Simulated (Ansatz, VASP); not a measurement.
## One calculation of H10SO4, two programs

```
O H S
1.0
     5.82848    0.00000    0.00000
     0.00000    5.82848    0.00000
     0.00000    0.00000    5.82848
O H S
4 10 1
Cartesian
  4.9095 4.1529 1.4816
  1.5931 2.6897 0.9305
  4.6239 0.7574 5.7923
  1.1187 1.1461 4.2269
  4.8572 4.9788 0.9676
  5.7767 3.7710 1.2744
  2.3982 3.2089 0.7850
  1.4941 2.1850 0.1038
  4.4698 1.6260 6.1813
  5.3696 0.8913 5.1805
  1.0451 1.5035 3.3352
  1.7095 0.3719 4.1414
  4.0577 4.5889 3.3587
  2.5960 3.4561 3.2910
  3.0479 4.3188 4.2090
```

Alike in both runs: functional r2SCAN; k mesh 1 × 1 × 1; occupations fermi-dirac, width 0.02 eV; no spin polarisation.

Ansatz relaxed the structure, and its values are those at the end. VASP's run is a single point on that final structure, the one shown.

```csv
,VASP,Ansatz
version,VASP 6.6.1,Ansatz 0.2.0
potentials or method,"VASP PAW PBE potentials, release 64 (O_h, H_h, S), cutoff 1100 eV","scalar-relativistic, plane waves, PAW"
valence electrons in the cell,40,40
```

```csv
,VASP,Ansatz,Ansatz less VASP
rms of the force components (eV/Å),0.064,0.064,+0.0001
```

VASP's potentials were made for PBE, not for r2SCAN.
